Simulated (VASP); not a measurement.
Here is a VASP 6.6.1 calculation.

The input POSCAR:

```
TaN
1.0
    5.2593104652      0.0000000000      0.0000000000
   -2.6296552326      4.5546965999      0.0000000000
    0.0000000000      0.0000000000      2.9462675463
Ta N
3 3
Direct
    0.0000000000      0.0000000000      0.0000000000
    0.3333333333      0.6666666667      0.5000000000
    0.6666666667      0.3333333333      0.5000000000
    0.5000000000      0.0000000000      0.0000000000
    0.5000000000      0.5000000000      0.0000000000
    0.0000000000      0.5000000000      0.0000000000
```

File INCAR.step1:

```
SYSTEM = TaN
PREC = Accurate
ENCUT = 520
ISMEAR = 0
SIGMA = 0.1
LREAL = .FALSE.
LASPH = .TRUE.
NELM = 80
NBANDS = 33
GGA = PE
ALGO = Normal
EDIFF = 1E-4
LWAVE = .TRUE.
LCHARG = .FALSE.
```

File INCAR.step2:

```
SYSTEM = TaN
PREC = Accurate
ENCUT = 520
EDIFF = 1E-6
ISMEAR = 0
SIGMA = 0.1
LREAL = .FALSE.
LASPH = .TRUE.
NELM = 80
ALGO = Normal
ISIF = 2
LWAVE = .FALSE.
LCHARG = .FALSE.
METAGGA = R2SCAN
LMIXTAU = .TRUE.
NBANDS = 33
ISTART = 1
```

KPOINTS

```
regular mesh
0
G
  5 5 8
  0 0 0
```

Potentials or basis: VASP PAW PBE potentials, release 64 (Ta_pv, N).

Command:

```bash
$ cat potpaw_PBE.64/Ta_pv/POTCAR potpaw_PBE.64/N/POTCAR > POTCAR
$ cp INCAR.step1 INCAR
$ mpirun -np 1 vasp_std > vasp.out
$ cp INCAR.step2 INCAR
$ mpirun -np 1 vasp_std > vasp.out
```

Predict the band gap on the k mesh.

zero (band 24 reaches 8.78 eV, above the bottom of band 25 at 6.70 eV).

What does it give for the pressure?

-6.0 GPa.

Stress tensor (GPa, compression positive):
```
-4.13  0.00  0.00
 0.00 -4.13  0.00
 0.00  0.00 -9.71
```

Caveat: the PAW data sets were made with another functional, which shifts forces and pressure a little; spin-orbit coupling is left out, which moves the levels of the heavy elements.
